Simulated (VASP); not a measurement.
Set up this calculation in VASP 6.6.1, as the native input.

- Task: relaxation of shape and atoms at fixed volume
- Functional: PBE
- Potentials or basis: VASP PAW PBE potentials, release 64 (Ti_sv, Sn_d, Te)
- Cutoff: 500 eV
- k mesh: 12 × 12 × 4
- Occupations: gaussian, width 0.1 eV
- Spin: no spin polarisation
- Dipole correction: no
- Further INCAR settings: ALGO = Normal; EDIFF = 1e-07; IBRION = 2; EDIFFG = -0.01; NSW = 50; ISIF = 4

The structure of Ti2SnTe2 lies in POSCAR:

```
Ti2SnTe2
1.0
    3.5656160126      0.0000000000      0.0000000000
   -1.7828080063      3.0879140470      0.0000000000
    0.0000000000      0.0000000000     11.0342791540
Ti Sn Te
2 1 2
Direct
    0.0000000000      0.0000000000      0.1769556673
    0.0000000000      0.0000000000      0.8230443327
    0.6666666667      0.3333333333      0.0000000000
    0.3333333333      0.6666666667      0.3332094241
    0.3333333333      0.6666666667      0.6667905759
```

These files were run (other wordings do the same):

INCAR

```
SYSTEM = Ti2SnTe2
ALGO     = Normal         ! electronic algorithm
EDIFF    = 1E-7           ! SCF threshold, eV
EDIFFG   = -0.01          ! ionic threshold
ENCUT    = 500            ! plane-wave cutoff, eV
GGA      = PE             ! functional
GGA_COMPAT= .FALSE.      
IBRION   = 2              ! ionic algorithm
ISIF     = 4              ! what is computed and relaxed
ISMEAR   = 0              ! smearing method
LASPH    = .TRUE.         ! aspherical terms in the spheres
LCHARG   = .FALSE.        ! write CHGCAR
LREAL    = .FALSE.        ! projectors in reciprocal space
LWAVE    = .FALSE.        ! write WAVECAR
NELM     = 120            ! most SCF steps
NELMIN   = 4            
NSW      = 50             ! ionic steps
PREC     = Accurate       ! precision mode
SIGMA    = 0.1            ! smearing width, eV
```

KPOINTS

```
k-points
0
G
  12 12 4
  0 0 0
```

Potentials or basis: VASP PAW PBE potentials, release 64 (Ti_sv, Sn_d, Te).

Command:

```bash
$ cat potpaw_PBE.64/Ti_sv/POTCAR potpaw_PBE.64/Sn_d/POTCAR potpaw_PBE.64/Te/POTCAR > POTCAR
$ mpirun -np 1 vasp_std > vasp.out
```

Results of the run:

The energy gained by relaxing is 3.1 meV/atom and the ionic steps are 11. The pressure after relaxing is 3.7 GPa and the band gap on the k mesh is zero (bands 25 and 26 overlap by 0.97 eV).

Caveat: spin-orbit coupling is left out, which moves the levels of the heavy elements; this functional lacks dispersion, which binds the layers, so the pressure and a relaxed spacing across them are unreliable.

It took 41 min on 1 thread of Intel Xeon 8259CL, with other jobs on the host, peak memory 0.39 GiB.
